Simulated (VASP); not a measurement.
Wanted: the native input for a VASP 6.6.1 run.

- Task: single point
- Functional: LDA
- Potentials or basis: VASP PAW LDA potentials, release 64 (Br)
- Cutoff: 520 eV
- k mesh: 9 × 9 × 4
- Occupations: methfessel-paxton, width 0.2 eV
- Spin: no spin polarisation
- Dipole correction: no
- Further INCAR settings: ALGO = Normal; EDIFF = 1e-06; NBANDS = 22

The structure of Br lies in POSCAR:

```
Br
1.0
    3.3280929616     -1.9517224565      0.0000000000
    3.3280929616      1.9517224565      0.0000000000
    0.0000000000      0.0000000000      8.4732333614
Br
4
Direct
    0.8406697304      0.1593302696      0.1209213125
    0.6593302696      0.3406697304      0.6209213125
    0.1593302696      0.8406697304      0.8790786875
    0.3406697304      0.6593302696      0.3790786875
```

The input as run:

INCAR

```
SYSTEM = Br
PREC     = Accurate       ! precision mode
ENCUT    = 520            ! plane-wave cutoff, eV
EDIFF    = 1E-6           ! SCF threshold, eV
ISMEAR   = 1              ! smearing method
SIGMA    = 0.2            ! smearing width, eV
LREAL    = .FALSE.        ! projectors in reciprocal space
LASPH    = .TRUE.         ! aspherical terms in the spheres
NELM     = 100            ! most SCF steps
ALGO     = Normal         ! electronic algorithm
ISIF     = 2              ! what is computed and relaxed
LWAVE    = .FALSE.        ! write WAVECAR
LCHARG   = .FALSE.        ! write CHGCAR
GGA      = CA             ! functional
NBANDS   = 22             ! bands
```

KPOINTS

```
regular mesh
0
G
  9 9 4
  0 0 0
```

Potentials or basis: VASP PAW LDA potentials, release 64 (Br).

Run with:

```console
$ cat potpaw_LDA.64/Br/POTCAR > POTCAR
$ mpirun -np 1 vasp_std > vasp.out
```

It gave:

```
Pressure               : 0.0 GPa
Largest force          : 0.029 eV/Å
Band gap on the k mesh : 1.01 eV (least direct gap 1.19 eV)
```

Run time: 120 s on 1 thread of Oxide Virtual Turin-like Processor (shared host), peak memory 0.24 GiB.
